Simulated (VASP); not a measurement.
A run of VASP 6.6.1 is set up as follows.

INCAR

```
SYSTEM = Ta
PREC = Accurate
ENCUT = 520
EDIFF = 1E-7
ISMEAR = 0
SIGMA = 0.15
LREAL = .False.
LASPH = .True.
NELM = 100
ALGO = Fast
ISIF = 2
LWAVE = .False.
LCHARG = .False.
GGA = PE
NBANDS = 12
```

The input KPOINTS:

```
regular mesh
0
Gamma
  20 20 20
  0 0 0
```

File POSCAR:

```
Ta
1.0
   -1.6690297635      1.6690297635      1.7718419969
    1.6690297635     -1.6690297635      1.7718419969
    1.6690297635      1.6690297635     -1.7718419969
Ta
1
Direct
    0.0000000000      0.0000000000      0.0000000000
```

Potentials or basis: VASP PAW PBE potentials, release 64 (Ta_pv).

Launch:

```console
$ cat potpaw_PBE.64/Ta_pv/POTCAR > POTCAR
$ mpirun -np 1 vasp_std > vasp.out
```

Question: What does it give for the pressure?

Answer: -12.6 GPa.

Question: Predict the band gap on the k mesh.

Answer: Zero (an odd number of electrons rules out a gap without spin polarisation).

Stress tensor (GPa, compression positive):
```
-11.04   0.00   0.00
  0.00 -11.04   0.00
  0.00   0.00 -15.75
```

Caveat: the cell stands under tension; spin-orbit coupling is left out, which moves the levels of the heavy elements.
